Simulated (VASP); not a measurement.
# La (P6_3/mmc) in VASP: further runs

La is run at these levels: revPBE; tasks: single point.

Program: VASP 6.6.1. These are calculated values, not measurements. Logs are shortened: lines on timing, memory, paths and dates and some standing lists are left out, and cuts for length are marked.

## Step 1: The cell of the first run

The structure is hexagonal, space group P6_3/mmc (No. 194). The conventional cell has a = 3.767 Å, b = 3.767 Å, c = 12.101 Å, α = 90.00°, β = 90.00°, γ = 120.00°. Within 4.9 Å of La (site symmetry -3m) lie 12 La at 3.73 to 3.77 Å. La (site symmetry -6m2) has 12 La at 3.73 to 3.77 Å within 4.9 Å.

## Step 2: Single point, revPBE (37.18 Å³/atom)

INCAR reads:

```
SYSTEM = La
PREC = Accurate
ENCUT = 520
EDIFF = 1E-6
ISMEAR = -1
SIGMA = 0.1
LREAL = .False.
LASPH = .True.
NELM = 80
ALGO = Normal
ISIF = 2
LWAVE = .False.
LCHARG = .False.
GGA = RE
NBANDS = 30
```

KPOINTS reads:

```
regular mesh
0
Gamma
  13 13 4
  0 0 0
```

POSCAR reads:

```
La
1.0
    3.7670926709      0.0000000000      0.0000000000
   -1.8835463354      3.2623979514      0.0000000000
    0.0000000000      0.0000000000     12.1010973491
La
4
Direct
    1.0000000000      0.0000000000      1.0000000000
    1.0000000000      0.0000000000      0.5000000000
    0.3333333333      0.6666666667      0.7500000000
    0.6666666667      0.3333333333      0.2500000000
```

Potentials or basis: VASP PAW PBE potentials, release 64 (La).

Launch:

```console
$ cat potpaw_PBE.64/La/POTCAR > POTCAR
$ mpirun -np 1 vasp_std > vasp.out
```

OUTCAR:

```text
SYSTEM = La
   PREC = Accurate
   ENCUT = 520
   EDIFF = 1E-6
   ISMEAR = -1
   LREAL = .False.
   LASPH = .True.
   NELM = 80
   ISIF = 2
   GGA = RE

 ion  position               nearest neighbor table
   1  0.000  0.000  0.000-
   2  0.000  0.000  0.500-
   3  0.333  0.667  0.750-
   4  0.667  0.333  0.250-

  LATTYP: Found a hexagonal cell.
 ALAT       =     3.7670926709
 C/A-ratio  =     3.2123174040

  Lattice vectors:

 A1 = (   3.7670926709,   0.0000000000,   0.0000000000)
 A2 = (  -1.8835463354,   3.2623979514,   0.0000000000)
 A3 = (   0.0000000000,   0.0000000000,  12.1010973491)

Analysis of symmetry for initial positions (statically):
=====================================================================
 Subroutine PRICEL returns:
 Original cell was already a primitive cell.

 Routine SETGRP: Setting up the symmetry group for a
 hexagonal supercell.

 Subroutine GETGRP returns: Found 24 space group operations
 (whereof 12 operations were pure point group operations)
 out of a pool of 24 trial point group operations.

The static configuration has the point symmetry D_3d.
 The point group associated with its full space group is D_6h.

Analysis of symmetry for dynamics (positions and initial velocities):
=====================================================================
 Subroutine PRICEL returns:
 Original cell was already a primitive cell.

 Routine SETGRP: Setting up the symmetry group for a
 hexagonal supercell.

 Subroutine GETGRP returns: Found 24 space group operations
 (whereof 12 operations were pure point group operations)
 out of a pool of 24 trial point group operations.

The dynamic configuration has the point symmetry D_3d.
 The point group associated with its full space group is D_6h.

 Subroutine INISYM returns: Found 24 space group operations
 (whereof 12 operations are pure point group operations),
 and found     1 'primitive' translations

----------------------------------------------------------------------------------------

                                     Primitive cell

  volume of cell :     148.7195

  direct lattice vectors                    reciprocal lattice vectors
     3.767092671  0.000000000  0.000000000     0.265456703  0.153261499  0.000000000
    -1.883546335  3.262397951  0.000000000     0.000000000  0.306522998  0.000000000
     0.000000000  0.000000000 12.101097349     0.000000000  0.000000000  0.082637134

  length of vectors
     3.767092671  3.767092671 12.101097349     0.306522998  0.306522998  0.082637134

  position of ions in fractional coordinates (direct lattice)
     0.000000000  0.000000000  0.000000000
     0.000000000  0.000000000  0.500000000
     0.333333333  0.666666667  0.750000000
     0.666666667  0.333333333  0.250000000

  ion indices of the primitive-cell ions
   primitive index   ion index
                 1           1
                 2           2
                 3           3
                 4           4

----------------------------------------------------------------------------------------

 KPOINTS: regular mesh

Automatic generation of k-mesh.
 Grid dimensions read from file:
 generate k-points for:   13   13    4

 Generating k-lattice:

  Cartesian coordinates                     Fractional coordinates (reciprocal lattice)
     0.020419746  0.011789346  0.000000000     0.076923077  0.000000000  0.000000000
     0.000000000  0.023578692  0.000000000     0.000000000  0.076923077  0.000000000
     0.000000000  0.000000000  0.020659283     0.000000000  0.000000000  0.250000000

  Length of vectors
     0.023578692  0.023578692  0.020659283

  Shift w.r.t. Gamma in fractional coordinates (k-lattice)
     0.000000000  0.000000000  0.000000000

 Subroutine IBZKPT returns following result:
 ===========================================

 Found     63 irreducible k-points:

 Following reciprocal coordinates:
            Coordinates               Weight
  0.000000  0.000000  0.000000      1.000000
  0.076923 -0.000000  0.000000      6.000000
  0.153846 -0.000000  0.000000      6.000000
  0.230769  0.000000  0.000000      6.000000
  0.307692 -0.000000  0.000000      6.000000
  0.384615 -0.000000  0.000000      6.000000
[... 16 lines left out ...]
  0.076923 -0.000000  0.250000     12.000000
  0.153846 -0.000000  0.250000     12.000000
 [... further k-points ...]
   k-points           NKPTS =     63   k-points in BZ     NKDIM =     63   number of bands    NBANDS=     30
   number of dos      NEDOS =    301   number of ions     NIONS =      4
   total plane-waves  NPLWV =  70560
   dimension x,y,z NGX =    28 NGY =   28 NGZ =   90
   dimension x,y,z NGXF=    56 NGYF=   56 NGZF=  180
   ions per type =               4
   NGX,Y,Z   is equivalent  to a cutoff of  12.36, 12.36, 12.36 a.u.
   NGXF,Y,Z  is equivalent  to a cutoff of  24.71, 24.71, 24.73 a.u.
 SYSTEM =  La
   PREC   = accura    normal or accurate (medium, high low for compatibility)
   ISTART =      0    job   : 0-new  1-cont  2-samecut
   ICHARG =      2    charge: 1-file 2-atom 10-const
   ISPIN  =      1    spin polarized calculation?
   LNONCOLLINEAR =      F non collinear calculations
   LSORBIT =      F    spin-orbit coupling
   LASPH  =      T    aspherical Exc in radial PAW
   ENCUT  =  520.0 eV  38.22 Ry    6.18 a.u.   7.00  7.00 22.50*2*pi/ulx,y,z
   NELM   =     80;   NELMIN=  2; NELMDL= -5     # of ELM steps
   EDIFF  = 0.1E-05   stopping-criterion for ELM
   LREAL  =      F    real-space projection
[... 7 lines left out ...]
   TEBEG  =    0.0;   TEEND  =   0.0 temperature during run
   PSTRESS=    0.0 pullay stress
   NELECT =      44.0000    total number of electrons
   NUPDOWN=      -1.0000    fix difference up-down
   EMIN   =  10.00;   EMAX   =-10.00  energy-range for DOS
   EFERMI =   0.00;   METHOD = LEGACY
   ISMEAR =    -1;   SIGMA  =   0.10  broadening in eV -4-tet -1-fermi 0-gaus
   EFERMI_NEDOS =   21; number of points for ismear=-14 and -15
   IALGO  =     38    algorithm
   IMIX   =      4    mixing-type and parameters
     AMIX     =   0.40;   BMIX     =  1.00
     AMIX_MAG =   1.60;   BMIX_MAG =  1.00
  volume/ion in A,a.u.               =      37.18       250.90
  Fermi-wavevector in a.u.,A,eV,Ry     =   1.090862  2.061430 16.190653  1.189979
  Thomas-Fermi vector in A             =   2.227095
   LORBIT       =      0    0 simple, 1 ext, 2 COOP (PROOUT), +10 PAW based schemes
   GGA     = RE    functional components
   LHFCALC =     F    Hartree Fock is set to
   AEXX    =    0.0000 exact exchange contribution
   IVDW    =     0    specifies the selected vdW correction
   LEPSILON=     F    determine dielectric tensor
   LRPA    =     F    only Hartree local field effects (RPA)
 non-spin polarized calculation
  energy-cutoff  :      520.00
  volume of cell :      148.72
 maximum number of plane-waves:      4029
 NGX is ok and might be reduce to    28
   NGX = 13   NGY = 13   NGZ = 45

 number of electron      43.9999998 magnetization

 Free energy of the ion-electron system (eV)
  ---------------------------------------------------
  ext. energy  EPLUGINS =         0.00000000
  ---------------------------------------------------
  free energy    TOTEN  =       -18.52345254 eV

  energy without entropy =      -18.30409929  energy(sigma->0) =      -18.41377591

 E-fermi :   7.9259     XC(G=0):  -9.4942

 val. band max:        7.9195033024   @ k =   0.3077   0.2308   0.0000
 cond. band min:       7.9405199460   @ k =   0.1538   0.0769   0.2500
 fundamental gap:      0.0210166435
 Fermi energy:         7.9258886242

 k-point     1 :       0.0000    0.0000    0.0000
  band No.  band energies     occupation
      1     -24.9552      2.00000
      2     -24.8572      2.00000
      3     -24.8497      2.00000
      4     -24.7482      2.00000
      5      -9.3708      2.00000
      6      -8.7134      2.00000
[... 22 lines left out ...]
     29       9.3354      0.00000
     30       9.4216      0.00000

 k-point     2 :       0.0769   -0.0000    0.0000
  band No.  band energies     occupation
      1     -24.9459      2.00000
      2     -24.8503      2.00000
      3     -24.8428      2.00000
      4     -24.7439      2.00000
      5      -9.3463      2.00000
      6      -8.7215      2.00000
[... 22 lines left out ...]
     29       9.4657      0.00000
     30       9.5592      0.00000

 k-point     3 :       0.1538   -0.0000    0.0000
  band No.  band energies     occupation
      1     -24.9195      2.00000
      2     -24.8312      2.00000
      3     -24.8236      2.00000
      4     -24.7326      2.00000
      5      -9.2755      2.00000
      6      -8.7598      2.00000
[... 22 lines left out ...]
     29       9.4608      0.00000
     30       9.5616      0.00000

 k-point     4 :       0.2308    0.0000    0.0000
  band No.  band energies     occupation
      1     -24.8806      2.00000
      2     -24.8040      2.00000
      3     -24.7964      2.00000
      4     -24.7178      2.00000
      5      -9.1690      2.00000
      6      -8.8717      2.00000
[... 22 lines left out ...]
     29       9.3913      0.00000
     30       9.6119      0.00000

 k-point     5 :       0.3077   -0.0000    0.0000
  band No.  band energies     occupation
      1     -24.8363      2.00000
      2     -24.7748      2.00000
      3     -24.7672      2.00000
      4     -24.7044      2.00000
      5      -9.0928      2.00000
      6      -9.0492      2.00000
[... 22 lines left out ...]
     29       9.2927      0.00000
     30       9.5449      0.00000
[... 526 lines left out ...]
     29       9.4267      0.00000
     30       9.5932      0.00000

 k-point    22 :       0.0000    0.0000    0.2500
  band No.  band energies     occupation
      1     -24.9476      2.00000
      2     -24.8929      2.00000
      3     -24.8134      2.00000
      4     -24.7563      2.00000
      5      -9.3229      2.00000
      6      -8.9714      2.00000
[... 22 lines left out ...]
     29       9.3956      0.00000
     30       9.4432      0.00000

 k-point    23 :       0.0769   -0.0000    0.2500
  band No.  band energies     occupation
      1     -24.9385      2.00000
      2     -24.8851      2.00000
      3     -24.8075      2.00000
      4     -24.7519      2.00000
      5      -9.3006      2.00000
      6      -8.9660      2.00000
[... 22 lines left out ...]
     29       9.4100      0.00000
     30       9.5207      0.00000

 k-point    24 :       0.1538   -0.0000    0.2500
  band No.  band energies     occupation
      1     -24.9126      2.00000
      2     -24.8631      2.00000
      3     -24.7913      2.00000
      4     -24.7399      2.00000
      5      -9.2371      2.00000
      6      -8.9591      2.00000
[... 22 lines left out ...]
     29       9.4614      0.00000
     30       9.5123      0.00000

 [... further k-points ...]
[... 5 lines left out ...]
  --------------------------------------------------------------------------------------
  -------------------------------------------------------------------------------------
  Total        0.9690927      0.9690927      0.9963514      0.0000000      0.0000000      0.0000000
  in kB       10.4401782     10.4401782     10.7338403      0.0000000      0.0000000      0.0000000
  external PRESSURE =      10.5380656 kB  Pullay stress =       0.0000000 kB

 VOLUME and BASIS-vectors are now :
 -----------------------------------------------------------------------------
  energy-cutoff  :      520.00
  volume of cell :      148.72
      direct lattice vectors                 reciprocal lattice vectors
     3.767092671  0.000000000  0.000000000     0.265456703  0.153261499  0.000000000
    -1.883546335  3.262397951  0.000000000     0.000000000  0.306522998  0.000000000
     0.000000000  0.000000000 12.101097349     0.000000000  0.000000000  0.082637134

 POSITION                                       TOTAL-FORCE (eV/Angst)
 -----------------------------------------------------------------------------------
      0.00000      0.00000      0.00000        -0.000000      0.000000     -0.000000
      0.00000      0.00000      6.05055        -0.000000      0.000000     -0.000000
     -0.00000      2.17493      9.07582        -0.000000      0.000000     -0.000000
      1.88355      1.08747      3.02527         0.000000     -0.000000      0.000000
 -----------------------------------------------------------------------------------
    total drift:                               -0.000000      0.000000      0.000000

  FREE ENERGIE OF THE ION-ELECTRON SYSTEM (eV)
  ---------------------------------------------------
  free  energy   TOTEN  =       -18.5234525381 eV

  energy  without entropy=      -18.3040992855  energy(sigma->0) =      -18.41377591
```

It took 3 min on 1 thread of AMD EPYC 9R45 (Zen 5), shared host; peak memory 0.37 GiB.

What came out:

| Quantity | Value |
| --- | --- |
| Free energy | -18.5235 eV |
| Pressure | 1.1 GPa |
| Band gap on the k mesh | zero (bands 22 and 23 overlap by 1.09 eV) |

Levels at points of the mesh, in eV from the Fermi level:
```csv
k point,band 20,band 21,band 22,band 23,band 24,band 25
"(0.00, 0.00, 0.00)",-1.74,0.51,0.63,1.25,1.26,1.29
"(0.00, 0.00, 0.50)",-1.66,0.81,0.81,1.24,1.24,1.32
```

Caveat: the PAW data sets were made with another functional, which shifts forces and pressure a little; spin-orbit coupling is left out, which moves the levels of the heavy elements.

[end of part 1 of 2]

The gap in the log of VASP goes by the Fermi energy; the results here count the filled bands.